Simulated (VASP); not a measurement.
Here is a VASP 6.6.1 calculation.

INCAR

```
ALGO = Normal
EDIFF = 1E-6
ENCUT = 500
GGA = PE
GGA_COMPAT = F
ISIF = 2
ISMEAR = 0
LASPH = T
LCHARG = T
LELF = T
LREAL = F
LVHAR = T
LWAVE = F
NBANDS = 20
NELM = 120
PREC = Accurate
SIGMA = 0.2
```

File KPOINTS:

```
k-points
0
Gamma
  4 4 3
```

Contents of POSCAR:

```
Si2P3
1.0
    3.1936271077      0.0000000000      0.0000000000
    0.0000000000      3.1974495638      0.0000000000
    0.0000000000      0.0000000000      7.5457766723
Si P
2 3
Direct
    0.0000000000      0.5000000000     -0.0456047200
    0.5000000000      0.5000000000      0.5343808310
    0.5000000000      0.0000000000      0.7945092504
    0.5000000000      0.0000000000      0.1487359284
    0.0000000000      0.0000000000      0.3959787001
```

Potentials or basis: VASP PAW PBE potentials, release 64 (Si, P).

Run with:

```console
$ cat potpaw_PBE.64/Si/POTCAR potpaw_PBE.64/P/POTCAR > POTCAR
$ mpirun -np 1 vasp_std > vasp.out
```

**Question.** Predict the band gap on the k mesh.

**Answer.** Zero (an odd number of electrons rules out a gap without spin polarisation).

**Question.** What does it give for the largest force?

**Answer.** 0.074 eV/Å.

**Question.** Predict the pressure.

**Answer.** -0.4 GPa.

Forces on the atoms (eV/Å):
```
Si   0.000  0.000 -0.074
Si   0.000  0.000 -0.034
P    0.000  0.000  0.036
P    0.000  0.000  0.066
P    0.000  0.000  0.006
```

Caveat: the k points lie up to 0.49 Å⁻¹ apart, too coarse for converged energies and pressures of a metal.
